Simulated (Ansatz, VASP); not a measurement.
## One calculation of C, two programs

File POSCAR:

```
C
1.0
    0.0000000000     -1.8246190454     -1.8246190454
   -1.8246190454      0.0000000000     -1.8246190454
    1.8246190454      1.8246190454     -3.6492380909
C
4
Direct
    0.7374556964      0.7661712329      0.7499999949
    0.2625443036      0.2338287671      0.2500000051
    0.3624556964      0.3911712329      0.8749999949
    0.8875443036      0.8588287671      0.3750000051
```

The input INCAR.step1:

```
SYSTEM = C
PREC = Accurate ; ENCUT = 520
ISMEAR = 0 ; SIGMA = 0.05
LREAL = .FALSE. ; LASPH = .TRUE.
NELM = 100 ; NBANDS = 16
GGA = PE ; ALGO = Normal
EDIFF = 1E-4 ; LWAVE = .TRUE.
LCHARG = .FALSE.
```

Contents of INCAR.step2:

```
SYSTEM = C
PREC = Accurate ; ENCUT = 520
EDIFF = 1E-7 ; ISMEAR = 0
SIGMA = 0.05 ; LREAL = .FALSE.
LASPH = .TRUE. ; NELM = 100
ALGO = Normal ; ISIF = 2
LWAVE = .FALSE. ; LCHARG = .FALSE.
METAGGA = R2SCAN ; LMIXTAU = .TRUE.
NBANDS = 16 ; ISTART = 1
```

Contents of KPOINTS:

```
Automatic mesh
0
G
  12 12 10
  0 0 0
```

Input for Ansatz:

```yaml
crystal:
  lattice:
    - [0.0, -1.8246190454, -1.8246190454]
    - [-1.8246190454, 0.0, -1.8246190454]
    - [1.8246190454, 1.8246190454, -3.6492380909]
  atoms:
    - { symbol: C, position: [0.7374556964, 0.7661712329, 0.7499999949] }
    - { symbol: C, position: [0.2625443036, 0.2338287671, 0.2500000051] }
    - { symbol: C, position: [0.3624556964, 0.3911712329, 0.8749999949] }
    - { symbol: C, position: [0.8875443036, 0.8588287671, 0.3750000051] }
basis:
  ecutwfc: 520.0
kpoints:
  mp_grid: { grid: [12, 12, 10] }
hamiltonian:
  xc: r2scan
scf:
  occupations: { method: gaussian, width: 0.05 }
output:
  forces: true
  stress: true
  eigenvalues: true
```

Change from the starting cell: mode 4 frozen in at -0.037 Å, equal normal strain along x, y and z +0.0250.

Alike in both runs: task single point; functional r2SCAN; k mesh 12 × 12 × 10; occupations gaussian, width 0.05 eV; no spin polarisation.

```csv
,VASP,Ansatz
version,VASP 6.6.1,Ansatz 0.2.0
potentials or method,"VASP PAW PBE potentials, release 64 (C), cutoff 520 eV","scalar-relativistic, plane waves, PAW"
valence electrons in the cell,16,16
```

VASP gave:

```
gap on the k mesh at the Fermi level (eV)                     : 4.18
least direct gap on the mesh (eV)                             : 5.62
pressure (GPa)                                                : -28.3
traceless stress, the component that is largest in VASP (GPa) : 0.28
rms of the force components (eV/Å)                            : 0.291
```

Q: Which values does Ansatz return?

A: gap on the k mesh at the Fermi level (eV): 4.21; least direct gap on the mesh (eV): 5.66; pressure (GPa): -29.1; traceless stress, the component that is largest in VASP (GPa): 0.29; rms of the force components (eV/Å): 0.292.

VASP's potentials were made for PBE, not for r2SCAN. Atom by atom the forces differ by 0.001 eV/Å (rms over components). Both programs put the cell under strong tension, so it lies far from rest at this level.
